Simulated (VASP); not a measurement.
# Ir (Fm-3m) in VASP: single point with LDA

Aim: the single point of Ir with LDA.

Everything below comes from runs of VASP 6.6.1. Logs are shortened: lines on timing, memory, paths and dates and some standing lists are left out, and cuts for length are marked.

## Step 1: The cell of the first run

Symmetry: Fm-3m, No. 225, cubic system. The conventional cell has a = 3.690 Å, b = 3.690 Å, c = 3.690 Å, α = 90.00°, β = 90.00°, γ = 90.00°. Ir (site symmetry m-3m) has 12 Ir at 2.61 Å within 3.4 Å.

## Step 2: Single point, LDA

INCAR

```
SYSTEM = Ir
ALGO     = Normal         ! electronic algorithm
EDIFF    = 1E-6           ! SCF threshold, eV
ENCUT    = 560            ! plane-wave cutoff, eV
GGA      = CA             ! functional
GGA_COMPAT= .False.      
ISIF     = 2              ! what is computed and relaxed
ISMEAR   = 0              ! smearing method
LASPH    = .True.         ! aspherical terms in the spheres
LCHARG   = .False.        ! write CHGCAR
LREAL    = .False.        ! projectors in reciprocal space
LWAVE    = .False.        ! write WAVECAR
NBANDS   = 14             ! bands
NELM     = 120            ! most SCF steps
PREC     = Accurate       ! precision mode
SIGMA    = 0.1            ! smearing width, eV
```

KPOINTS

```
k-points
0
Gamma
  48 48 48
  0 0 0
```

POSCAR

```
Ir
1.0
    0.0000000000      1.8449398897      1.8449398897
    1.8449398897      0.0000000000      1.8449398897
    1.8449398897      1.8449398897      0.0000000000
Ir
1
Direct
    0.0000000000      0.0000000000      0.0000000000
```

Potentials or basis: VASP PAW LDA potentials, release 64 (Ir_sv_GW).

The run is started by

```sh
> cat potpaw_LDA.64/Ir_sv_GW/POTCAR > POTCAR
> mpirun -np 1 vasp_std > vasp.out
```

OUTCAR:

```text
SYSTEM = Ir
   EDIFF = 1E-6
   ENCUT = 560
   GGA = CA
   ISIF = 2
   ISMEAR = 0
   LASPH = .True.
   LREAL = .False.
   NELM = 120
   PREC = Accurate

 ion  position               nearest neighbor table
   1  0.000  0.000  0.000-

  LATTYP: Found a face centered cubic cell.
 ALAT       =     3.6898797794

  Lattice vectors:

 A1 = (   0.0000000000,   1.8449398897,   1.8449398897)
 A2 = (   1.8449398897,   0.0000000000,   1.8449398897)
 A3 = (   1.8449398897,   1.8449398897,   0.0000000000)

Analysis of symmetry for initial positions (statically):
=====================================================================
 Subroutine PRICEL returns:
 Original cell was already a primitive cell.

 Routine SETGRP: Setting up the symmetry group for a
 face centered cubic supercell.

 Subroutine GETGRP returns: Found 48 space group operations
 (whereof 48 operations were pure point group operations)
 out of a pool of 48 trial point group operations.

The static configuration has the point symmetry O_h .

Analysis of symmetry for dynamics (positions and initial velocities):
=====================================================================
 Subroutine PRICEL returns:
 Original cell was already a primitive cell.

 Routine SETGRP: Setting up the symmetry group for a
 face centered cubic supercell.

 Subroutine GETGRP returns: Found 48 space group operations
 (whereof 48 operations were pure point group operations)
 out of a pool of 48 trial point group operations.

The dynamic configuration has the point symmetry O_h .

 Subroutine INISYM returns: Found 48 space group operations
 (whereof 48 operations are pure point group operations),
 and found     1 'primitive' translations

----------------------------------------------------------------------------------------

                                     Primitive cell

  volume of cell :      12.5596

  direct lattice vectors                    reciprocal lattice vectors
     0.000000000  1.844939890  1.844939890    -0.271011540  0.271011540  0.271011540
     1.844939890  0.000000000  1.844939890     0.271011540 -0.271011540  0.271011540
     1.844939890  1.844939890  0.000000000     0.271011540  0.271011540 -0.271011540

  length of vectors
     2.609139014  2.609139014  2.609139014     0.469405756  0.469405756  0.469405756

  position of ions in fractional coordinates (direct lattice)
     0.000000000  0.000000000  0.000000000

  ion indices of the primitive-cell ions
   primitive index   ion index
                 1           1

----------------------------------------------------------------------------------------

 KPOINTS: k-points

Automatic generation of k-mesh.
 Grid dimensions read from file:
 generate k-points for:   48   48   48

 Generating k-lattice:

  Cartesian coordinates                     Fractional coordinates (reciprocal lattice)
    -0.005646074  0.005646074  0.005646074     0.020833333  0.000000000  0.000000000
     0.005646074 -0.005646074  0.005646074     0.000000000  0.020833333  0.000000000
     0.005646074  0.005646074 -0.005646074     0.000000000  0.000000000  0.020833333

  Length of vectors
     0.009779287  0.009779287  0.009779287

  Shift w.r.t. Gamma in fractional coordinates (k-lattice)
     0.000000000  0.000000000  0.000000000

 Subroutine IBZKPT returns following result:
 ===========================================

 Found   2769 irreducible k-points:

 Following reciprocal coordinates:
            Coordinates               Weight
  0.000000  0.000000  0.000000      1.000000
  0.020833  0.000000  0.000000      8.000000
  0.041667  0.000000  0.000000      8.000000
  0.062500  0.000000  0.000000      8.000000
  0.083333  0.000000  0.000000      8.000000
  0.104167  0.000000  0.000000      8.000000
[... 16 lines left out ...]
  0.458333  0.000000  0.000000      8.000000
  0.479167  0.000000  0.000000      8.000000
 [... further k-points ...]
   k-points           NKPTS =   2769   k-points in BZ     NKDIM =   2769   number of bands    NBANDS=     14
   number of dos      NEDOS =    301   number of ions     NIONS =      1
   total plane-waves  NPLWV =   8000
   dimension x,y,z NGX =    20 NGY =   20 NGZ =   20
   dimension x,y,z NGXF=    40 NGYF=   40 NGZF=   40
   ions per type =               1
   NGX,Y,Z   is equivalent  to a cutoff of  12.74, 12.74, 12.74 a.u.
   NGXF,Y,Z  is equivalent  to a cutoff of  25.49, 25.49, 25.49 a.u.
 SYSTEM =  Ir
   PREC   = accura    normal or accurate (medium, high low for compatibility)
   ISTART =      0    job   : 0-new  1-cont  2-samecut
   ICHARG =      2    charge: 1-file 2-atom 10-const
   ISPIN  =      1    spin polarized calculation?
   LNONCOLLINEAR =      F non collinear calculations
   LSORBIT =      F    spin-orbit coupling
   LASPH  =      T    aspherical Exc in radial PAW
   ENCUT  =  560.0 eV  41.16 Ry    6.42 a.u.   5.03  5.03  5.03*2*pi/ulx,y,z
   NELM   =    120;   NELMIN=  2; NELMDL= -5     # of ELM steps
   EDIFF  = 0.1E-05   stopping-criterion for ELM
   LREAL  =      F    real-space projection
[... 7 lines left out ...]
   TEBEG  =    0.0;   TEEND  =   0.0 temperature during run
   PSTRESS=    0.0 pullay stress
   NELECT =      17.0000    total number of electrons
   NUPDOWN=      -1.0000    fix difference up-down
   EMIN   =  10.00;   EMAX   =-10.00  energy-range for DOS
   EFERMI =   0.00;   METHOD = LEGACY
   ISMEAR =     0;   SIGMA  =   0.10  broadening in eV -4-tet -1-fermi 0-gaus
   EFERMI_NEDOS =   21; number of points for ismear=-14 and -15
   IALGO  =     38    algorithm
   IMIX   =      4    mixing-type and parameters
     AMIX     =   0.40;   BMIX     =  1.00
     AMIX_MAG =   1.60;   BMIX_MAG =  1.00
  volume/ion in A,a.u.               =      12.56        84.76
  Fermi-wavevector in a.u.,A,eV,Ry     =   1.810919  3.422140 44.619300  3.279426
  Thomas-Fermi vector in A             =   2.869481
   LORBIT       =      0    0 simple, 1 ext, 2 COOP (PROOUT), +10 PAW based schemes
   GGA     = CA    functional components
   LHFCALC =     F    Hartree Fock is set to
   AEXX    =    0.0000 exact exchange contribution
   IVDW    =     0    specifies the selected vdW correction
   LEPSILON=     F    determine dielectric tensor
   LRPA    =     F    only Hartree local field effects (RPA)
 non-spin polarized calculation
 Gauss-broadening in eV      SIGMA  =   0.10
  energy-cutoff  :      560.00
  volume of cell :       12.56
 maximum number of plane-waves:       391
   NGX =  9   NGY =  9   NGZ =  9

 number of electron      17.0000000 magnetization

 Free energy of the ion-electron system (eV)
  ---------------------------------------------------
  ext. energy  EPLUGINS =         0.00000000
  ---------------------------------------------------
  free energy    TOTEN  =       -10.71331881 eV

  energy without entropy =      -10.70972123  energy(sigma->0) =      -10.71152002

 E-fermi :  15.1053     XC(G=0): -15.5563

 val. band max:       15.1041218821   @ k =   0.5000   0.3333   0.1250
 cond. band min:      15.1059146731   @ k =  -0.3542   0.0833   0.0208
 fundamental gap:      0.0017927909
 Fermi energy:        15.1052881492

 k-point     1 :       0.0000    0.0000    0.0000
  band No.  band energies     occupation
      1     -77.8017      2.00000
      2     -34.3157      2.00000
      3     -34.3157      2.00000
      4     -34.3157      2.00000
      5       2.7421      2.00000
      6      10.4455      2.00000
      7      10.4455      2.00000
      8      10.4455      2.00000
      9      13.7188      2.00000
     10      13.7188      2.00000
     11      28.3359      0.00000
     12      34.5002      0.00000
     13      34.5002      0.00000
     14      34.5002      0.00000

 k-point     2 :       0.0208    0.0000    0.0000
  band No.  band energies     occupation
      1     -77.8017      2.00000
      2     -34.3220      2.00000
      3     -34.3167      2.00000
      4     -34.3167      2.00000
      5       2.7646      2.00000
      6      10.4322      2.00000
      7      10.4557      2.00000
      8      10.4557      2.00000
      9      13.7110      2.00000
     10      13.7110      2.00000
     11      28.3771      0.00000
     12      34.3952      0.00000
     13      34.5391      0.00000
     14      34.5391      0.00000

 k-point     3 :       0.0417    0.0000    0.0000
  band No.  band energies     occupation
      1     -77.8008      2.00000
      2     -34.3387      2.00000
      3     -34.3193      2.00000
      4     -34.3193      2.00000
      5       2.8316      2.00000
      6      10.3932      2.00000
      7      10.4857      2.00000
      8      10.4857      2.00000
      9      13.6885      2.00000
     10      13.6885      2.00000
     11      28.4995      0.00000
     12      34.1058      0.00000
     13      34.6554      0.00000
     14      34.6554      0.00000
[... 324 lines left out ...]
 k-point    23 :       0.4583    0.0000    0.0000
  band No.  band energies     occupation
      1     -77.6883      2.00000
      2     -35.5112      2.00000
      3     -34.4810      2.00000
      4     -34.4810      2.00000
      5       5.7009      2.00000
      6      10.3398      2.00000
      7      10.3398      2.00000
      8      13.8584      2.00000
      9      16.1497      0.00000
     10      16.1497      0.00000
     11      24.1016      0.00000
     12      28.2137      0.00000
     13      35.2713      0.00000
     14      35.2713      0.00000

 k-point    24 :       0.4792    0.0000    0.0000
  band No.  band energies     occupation
      1     -77.6868      2.00000
      2     -35.5258      2.00000
      3     -34.4831      2.00000
      4     -34.4831      2.00000
      5       5.6920      2.00000
      6      10.3191      2.00000
      7      10.3191      2.00000
      8      14.0937      2.00000
      9      16.2335      0.00000
     10      16.2335      0.00000
     11      23.8462      0.00000
     12      28.0942      0.00000
     13      35.0899      0.00000
     14      35.0899      0.00000

 [... further k-points ...]
[... 5 lines left out ...]
  --------------------------------------------------------------------------------------
  -------------------------------------------------------------------------------------
  Total        3.9150468      3.9150468      3.9150468      0.0000000      0.0000000     -0.0000000
  in kB      499.4257001    499.4257001    499.4257001      0.0000000      0.0000000     -0.0000000
  external PRESSURE =     499.4257001 kB  Pullay stress =       0.0000000 kB

 VOLUME and BASIS-vectors are now :
 -----------------------------------------------------------------------------
  energy-cutoff  :      560.00
  volume of cell :       12.56
      direct lattice vectors                 reciprocal lattice vectors
     0.000000000  1.844939890  1.844939890    -0.271011540  0.271011540  0.271011540
     1.844939890  0.000000000  1.844939890     0.271011540 -0.271011540  0.271011540
     1.844939890  1.844939890  0.000000000     0.271011540  0.271011540 -0.271011540

 POSITION                                       TOTAL-FORCE (eV/Angst)
 -----------------------------------------------------------------------------------
      0.00000      0.00000      0.00000         0.000000     -0.000000     -0.000000
 -----------------------------------------------------------------------------------
    total drift:                                0.000000     -0.000000     -0.000000

  FREE ENERGIE OF THE ION-ELECTRON SYSTEM (eV)
  ---------------------------------------------------
  free  energy   TOTEN  =       -10.7133188078 eV

  energy  without entropy=      -10.7097212283  energy(sigma->0) =      -10.71152002
```

Wall time 2.6 min (1 thread of Intel Xeon 6975P-C (Granite Rapids), shared host); peak memory 0.63 GiB.

Results:

```
Free energy            : -10.7133 eV
Pressure               : 49.9 GPa
Band gap on the k mesh : zero (an odd number of electrons rules out a gap without spin polarisation)
```

Levels at points of the mesh, in eV from the Fermi level:
```tsv
k point	band 4	band 5	band 6	band 7	band 8	band 9	band 10	band 11	band 12	band 13
(0.00, 0.00, 0.00)	-49.42	-12.36	-4.66	-4.66	-4.66	-1.39	-1.39	13.23	19.39	19.39
(0.50, 0.00, 0.00)	-49.59	-9.42	-4.79	-4.79	-0.93	1.16	1.16	8.65	12.95	19.92
(0.50, 0.50, 0.00)	-49.87	-9.37	-8.74	1.14	1.83	1.87	1.87	12.04	12.04	12.37
```

Caveat: the cell stands under pressure; spin-orbit coupling is left out, which moves the levels of the heavy elements.
